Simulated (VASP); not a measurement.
# SiC (P1) in VASP: single point with PBE

Aim: the single point of SiC with PBE.

All numbers are computed with VASP 6.6.1; they aren't measurements. Logs are shortened: lines on timing, memory, paths and dates and some standing lists are left out, and cuts for length are marked.

**1. The cell of the first run**

The typed cell holds 4 atoms: a = 3.092 Å, b = 3.092 Å, c = 5.074 Å, α = 90.00°, β = 90.00°, γ = 120.00°.

**2. Single point, PBE (atom 3 (C) moved by (+0.100, +0.100) A along [1 1 0] and z)**

INCAR reads:

```
ALGO     = Normal         # electronic algorithm
EDIFF    = 1E-6           # SCF threshold, eV
ENCUT    = 520            # plane-wave cutoff, eV
GGA      = PE             # functional
ISIF     = 2              # what is computed and relaxed
ISMEAR   = 0              # smearing method
LASPH    = True           # aspherical terms in the spheres
LCHARG   = False          # write CHGCAR
LREAL    = False          # projectors in reciprocal space
LWAVE    = False          # write WAVECAR
NBANDS   = 16             # bands
NELM     = 80             # most SCF steps
PREC     = Accurate       # precision mode
SIGMA    = 0.05           # smearing width, eV
```

KPOINTS reads:

```
k-points
0
Gamma
  12 12 6
```

POSCAR reads:

```
SiC
1.0
    3.0917664073      0.0000000000      0.0000000000
   -1.5458832036      2.6775482513      0.0000000000
    0.0000000000      0.0000000000      5.0740211774
Si C
2 2
Direct
    0.3333333333      0.6666666667      0.0045635313
    0.6666666667      0.3333333333      0.5045635313
    0.3694083443      0.6930754076      0.4001447034
    0.6666666667      0.3333333333      0.8804364687
```

Potentials or basis: VASP PAW PBE potentials, release 64 (Si, C).

Command:

```bash
$ cat potpaw_PBE.64/Si/POTCAR potpaw_PBE.64/C/POTCAR > POTCAR
$ mpirun -np 1 vasp_std > vasp.out
```

OUTCAR:

```text
EDIFF = 1E-6
   ENCUT = 520
   GGA = PE
   ISIF = 2
   ISMEAR = 0
   LASPH = True
   LREAL = False
   NELM = 80
   PREC = Accurate

 ion  position               nearest neighbor table
   1  0.333  0.667  0.005-   4 1.89   4 1.89   4 1.89   3 2.01   2 3.10   2 3.10   2 3.10   2 3.10
                             2 3.10   2 3.10
   2  0.667  0.333  0.505-   3 1.80   3 1.84   4 1.91   3 1.95   1 3.10   1 3.10   1 3.10   1 3.10
                             1 3.10   1 3.10
   3  0.369  0.693  0.400-   2 1.80   2 1.84   2 1.95   1 2.01
   4  0.667  0.333  0.880-   1 1.89   1 1.89   1 1.89   2 1.91

  LATTYP: Found a hexagonal cell.
 ALAT       =     3.0917664073
 C/A-ratio  =     1.6411398886

  Lattice vectors:

 A1 = (   3.0917664073,   0.0000000000,   0.0000000000)
 A2 = (  -1.5458832036,   2.6775482513,   0.0000000000)
 A3 = (   0.0000000000,   0.0000000000,   5.0740211774)

Analysis of symmetry for initial positions (statically):
=====================================================================
 Subroutine PRICEL returns:
 Original cell was already a primitive cell.

 Routine SETGRP: Setting up the symmetry group for a
 hexagonal supercell.

 Subroutine GETGRP returns: Found  1 space group operations
 (whereof  1 operations were pure point group operations)
 out of a pool of 24 trial point group operations.

The static configuration has the point symmetry C_1 .

Analysis of symmetry for dynamics (positions and initial velocities):
=====================================================================
 Subroutine PRICEL returns:
 Original cell was already a primitive cell.

 Routine SETGRP: Setting up the symmetry group for a
 hexagonal supercell.

 Subroutine GETGRP returns: Found  1 space group operations
 (whereof  1 operations were pure point group operations)
 out of a pool of 24 trial point group operations.

The dynamic configuration has the point symmetry C_1 .

 Subroutine INISYM returns: Found  1 space group operations
 (whereof  1 operations are pure point group operations),
 and found     1 'primitive' translations

----------------------------------------------------------------------------------------

                                     Primitive cell

  volume of cell :      42.0045

  direct lattice vectors                    reciprocal lattice vectors
[... 85 lines left out ...]
   ISPIN  =      1    spin polarized calculation?
   LNONCOLLINEAR =      F non collinear calculations
   LSORBIT =      F    spin-orbit coupling
   LASPH  =      T    aspherical Exc in radial PAW
   ENCUT  =  520.0 eV  38.22 Ry    6.18 a.u.   5.75  5.75  9.43*2*pi/ulx,y,z
   NELM   =     80;   NELMIN=  2; NELMDL= -5     # of ELM steps
   EDIFF  = 0.1E-05   stopping-criterion for ELM
   LREAL  =      F    real-space projection
   EDIFFG = 0.1E-04   stopping-criterion for IOM
   NSW    =      0    number of steps for IOM
   IBRION =     -1    ionic relax: 0-MD 1-quasi-New 2-CG
   NFREE  =      0    steps in history (QN), initial steepest desc. (CG)
   ISIF   =      2    stress and relaxation
   ISYM   =      2    0-nonsym 1-usesym 2-fastsym
   POTIM  = 0.5000    time-step for ionic-motion
   TEBEG  =    0.0;   TEEND  =   0.0 temperature during run
   PSTRESS=    0.0 pullay stress
   NELECT =      16.0000    total number of electrons
   NUPDOWN=      -1.0000    fix difference up-down
   EMIN   =  10.00;   EMAX   =-10.00  energy-range for DOS
   EFERMI =   0.00;   METHOD = LEGACY
   ISMEAR =     0;   SIGMA  =   0.05  broadening in eV -4-tet -1-fermi 0-gaus
   EFERMI_NEDOS =   21; number of points for ismear=-14 and -15
   IALGO  =     38    algorithm
   IMIX   =      4    mixing-type and parameters
     AMIX     =   0.40;   BMIX     =  1.00
     AMIX_MAG =   1.60;   BMIX_MAG =  1.00
  volume/ion in A,a.u.               =      10.50        70.87
  Fermi-wavevector in a.u.,A,eV,Ry     =   1.186723  2.242582 19.161245  1.408312
  Thomas-Fermi vector in A             =   2.322890
   LORBIT       =      0    0 simple, 1 ext, 2 COOP (PROOUT), +10 PAW based schemes
   GGA     = PE    functional components
   LHFCALC =     F    Hartree Fock is set to
   AEXX    =    0.0000 exact exchange contribution
   IVDW    =     0    specifies the selected vdW correction
   LEPSILON=     F    determine dielectric tensor
   LRPA    =     F    only Hartree local field effects (RPA)
 non-spin polarized calculation
 Gauss-broadening in eV      SIGMA  =   0.05
  energy-cutoff  :      520.00
  volume of cell :       42.00
 maximum number of plane-waves:      1170
   NGX = 11   NGY = 11   NGZ = 19

 number of electron      16.0000001 magnetization

 Free energy of the ion-electron system (eV)
  ---------------------------------------------------
  ext. energy  EPLUGINS =         0.00000000
  ---------------------------------------------------
  free energy    TOTEN  =       -29.89937064 eV

  energy without entropy =      -29.89937064  energy(sigma->0) =      -29.89937064

 E-fermi :   8.5337     XC(G=0): -11.2823

 val. band max:        8.3034647299   @ k =   0.0000   0.0000   0.0000
 cond. band min:      10.5672905190   @ k =   0.3333   0.3333   0.0000
 fundamental gap:      2.2638257892
 Fermi energy:         8.5337169067

 k-point     1 :       0.0000    0.0000    0.0000
  band No.  band energies     occupation
      1      -7.3781      2.00000
      2      -3.9261      2.00000
      3      -0.3620      2.00000
      4       6.3521      2.00000
      5       6.9155      2.00000
      6       7.8948      2.00000
[... 433 lines left out ...]
      3       0.3768      2.00000
      4       3.4827      2.00000
      5       5.1949      2.00000
      6       5.8893      2.00000
[... 8 lines left out ...]
     15      17.6447      0.00000
     16      18.4397      0.00000

 [... further k-points ...]
[... 5 lines left out ...]
  --------------------------------------------------------------------------------------
  -------------------------------------------------------------------------------------
  Total       -0.0786743      1.6323472     -0.4660286     -0.7543588      0.3753777      0.2224744
  in kB       -3.0008699     62.2625428    -17.7757065    -28.7734735     14.3180153      8.4858301
  external PRESSURE =      13.8286555 kB  Pullay stress =       0.0000000 kB

 VOLUME and BASIS-vectors are now :
 -----------------------------------------------------------------------------
  energy-cutoff  :      520.00
  volume of cell :       42.00
      direct lattice vectors                 reciprocal lattice vectors
     3.091766407  0.000000000  0.000000000     0.323439700  0.186737998  0.000000000
    -1.545883204  2.677548251  0.000000000     0.000000000  0.373475996  0.000000000
     0.000000000  0.000000000  5.074021177     0.000000000  0.000000000  0.197082347

 POSITION                                       TOTAL-FORCE (eV/Angst)
 -----------------------------------------------------------------------------------
     -0.00000      1.78503      0.02316         0.162701      0.166476      0.575890
      1.54588      0.89252      2.56017         1.105489      1.431385      1.000466
      0.07071      1.85574      2.03034        -1.271033     -1.605630     -2.172856
      1.54588      0.89252      4.46735         0.002843      0.007769      0.596500
 -----------------------------------------------------------------------------------
    total drift:                               -0.000141     -0.000080      0.000051

  FREE ENERGIE OF THE ION-ELECTRON SYSTEM (eV)
  ---------------------------------------------------
  free  energy   TOTEN  =       -29.8993706375 eV

  energy  without entropy=      -29.8993706375  energy(sigma->0) =      -29.89937064
```

It took 2.9 min on 1 thread of AMD EPYC 7R13 (Zen 3), shared host; peak memory 0.31 GiB.

Results:

```
Free energy            : -29.8994 eV
Pressure               : 1.4 GPa
Largest force          : 2.986 eV/Å
Band gap on the k mesh : 2.26 eV (least direct gap 3.97 eV)
```

Forces on the atoms (eV/Å):
```
Si   0.163  0.166  0.576
Si   1.105  1.431  1.000
C   -1.271 -1.606 -2.173
C    0.003  0.008  0.597
```

Caveat: the cell differs from its parent crystal (atom 3 (C) moved by (+0.100, +0.100) A along [1 1 0] and z); the stress differs along the axes, from -2 to 6 GPa; forces of over 1 eV/Å act on the atoms, so gaps and moduli don't describe the material at rest.
